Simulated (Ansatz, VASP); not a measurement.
MnSb in VASP and in Ansatz

INCAR

```
  PREC = Accurate
  ENCUT = 520
  EDIFF = 1E-7
  ISMEAR = 0
  SIGMA = 0.1
  LREAL = False
  LASPH = True
  NELM = 150
  ALGO = Normal
  ISIF = 2
  LWAVE = False
  LCHARG = False
  ISPIN = 2
  MAGMOM = 4.18 -0.12
  LORBIT = 11
  LMAXMIX = 4
  GGA = PE
  IVDW = 12
  NBANDS = 20
```

File KPOINTS:

```
Automatic mesh
0
Gamma
  2 2 2
```

The input POSCAR:

```
MnSb
1.0
    0.0000000000      2.7950160000      2.7950160000
    2.7950160000      0.0000000000      2.7950160000
    2.7950160000      2.7950160000      0.0000000000
Mn Sb
1 1
Direct
    0.0000000000      0.0000000000      0.0000000000
    0.5000000000      0.5000000000      0.5000000000
```

Input for Ansatz:

```yaml
crystal:
  lattice:
    - [0.0, 2.795016, 2.795016]
    - [2.795016, 0.0, 2.795016]
    - [2.795016, 2.795016, 0.0]
  atoms:
    - { symbol: Mn, position: [0.0, 0.0, 0.0], spin: 4.18 }
    - { symbol: Sb, position: [0.5, 0.5, 0.5], spin: -0.12 }
basis: {}
kpoints:
  mp_grid: { grid: [2, 2, 2] }
hamiltonian:
  xc: pbe
  dispersion: d3bj
scf:
  occupations: { method: gaussian, width: 0.1 }
  lower_state_search: "off"
  n_extra_bands: 20
  max_iter: 20
output:
  forces: true
  stress: true
  eigenvalues: true
  populations: true
magnetization:
  spin_polarized: true
```

Alike in both runs: task single point; functional PBE; dispersion D3(BJ); k mesh 2 × 2 × 2; occupations gaussian, width 0.1 eV; collinear spin.

|  | VASP | Ansatz |
| --- | --- | --- |
| version | VASP 6.6.1 | Ansatz 0.2.0 |
| potentials or method | VASP PAW PBE potentials, release 64 (Mn_pv, Sb) | scalar-relativistic, plane waves, PAW |
| plane-wave cutoff (eV) | 520 | 420 |
| valence electrons in the cell | 18 | 30 |

VASP gave:

- gap on the k mesh at the Fermi level (eV): none
- pressure (GPa): -10.8
- net moment per atom (μB): 1.63
- size of the moment on the site where the two differ most (μB): 3.33

Task: What did Ansatz give for the same quantities?

Result: gap on the k mesh at the Fermi level (eV): none; pressure (GPa): -10.8; net moment per atom (μB): 1.62; size of the moment on the site where the two differ most (μB): 3.36.

Site moments also hang on the region over which each program counts them. A gap of «none» marks a metal or a gap that the smearing closes. VASP's potentials hold 18 valence electrons a cell and Ansatz's 30, so a difference there can come from the potentials and not from the codes.

The k mesh is coarse, so the values compare programs but aren't converged. Neither program's run includes spin-orbit coupling.
